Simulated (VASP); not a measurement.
# Zn: relaxation of cell and atoms with PBE

The system is Zn.

```
CELL_PARAMETERS angstrom
2.51370 0.00000 0.00000
0.00000 2.51370 0.00000
0.00000 0.00000 2.51370
ATOMIC_POSITIONS crystal
Zn 0.00000 0.00000 0.00000
```

This isn't the form of Zn at room conditions, which is hcp.

```
Program                : VASP 6.6.1
Task                   : relaxation of cell and atoms
Functional             : PBE
Potentials or basis    : VASP PAW PBE potentials, release 64 (Zn)
Cutoff                 : 600 eV
k mesh                 : 6 × 6 × 6
Occupations            : gaussian, width 0.1 eV
Spin                   : no spin polarisation
Dipole correction      : no
Further INCAR settings : ALGO = Fast; EDIFF = 1e-06; IBRION = 2; EDIFFG = -0.04; NSW = 90; ISIF = 3
```

```yaml
Relaxed_volume: 18.97 Å³/atom
Relaxed_cell: a = 2.667 Å, b = 2.667 Å, c = 2.667 Å, α = 90.00°, β = 90.00°, γ = 90.00°
Space_group_after_relaxing_to_0.1_Å: Pm-3m (No. 221)
Energy_gained_by_relaxing: 91.4 meV/atom
Ionic_steps: 5
Pressure_after_relaxing: -0.2 GPa
Band_gap_on_the_k_mesh: zero (bands 6 and 7 overlap by 7.94 eV)
```

Step by step:
| step | energy change (eV) | largest force (eV/Å) | pressure (GPa) | volume (Å³) |
| --- | --- | --- | --- | --- |
| 1 | 0.0000 | 0.0000 | 10.19 | 15.88 |
| 2 | -0.0885 | 0.0000 | 1.34 | 18.32 |
| 3 | -0.0911 | 0.0000 | 0.71 | 18.71 |
| 4 | -0.0888 | 0.0000 | -1.37 | 19.50 |
| 5 | -0.0914 | 0.0000 | -0.17 | 18.97 |

Final structure:
```
Zn
1.0
     2.66687    0.00000    0.00000
     0.00000    2.66687    0.00000
     0.00000    0.00000    2.66687
Zn
1
Direct
  0.00000 0.00000 0.00000
```

Levels at points of the mesh, in eV from the Fermi level:
| k point | band 2 | band 3 | band 4 | band 5 | band 6 | band 7 | band 8 | band 9 | band 10 |
| --- | --- | --- | --- | --- | --- | --- | --- | --- | --- |
| (0.00, 0.00, 0.00) | -7.56 | -7.56 | -6.50 | -6.50 | -6.50 | 12.05 | 12.05 | 12.05 | 14.94 |
| (0.50, 0.00, 0.00) | -7.35 | -6.80 | -6.80 | -6.47 | -2.74 | -2.41 | 16.29 | 16.29 | 18.95 |
| (0.50, 0.50, 0.00) | -7.27 | -6.75 | -6.75 | -6.24 | 1.59 | 1.59 | 2.42 | 6.25 | 20.89 |
| (0.50, 0.50, 0.50) | -7.31 | -7.31 | -6.22 | -6.22 | 5.53 | 5.53 | 5.53 | 10.60 | 10.97 |

Wall time 25 s on 1 thread of Intel Xeon 8259CL (shared host), peak memory 0.13 GiB.

Caveat: the k points lie up to 0.39 Å⁻¹ apart in the final cell, too coarse for converged energies and pressures of a metal; the volume moved by over 15 % at a fixed basis, so the end points are rough.
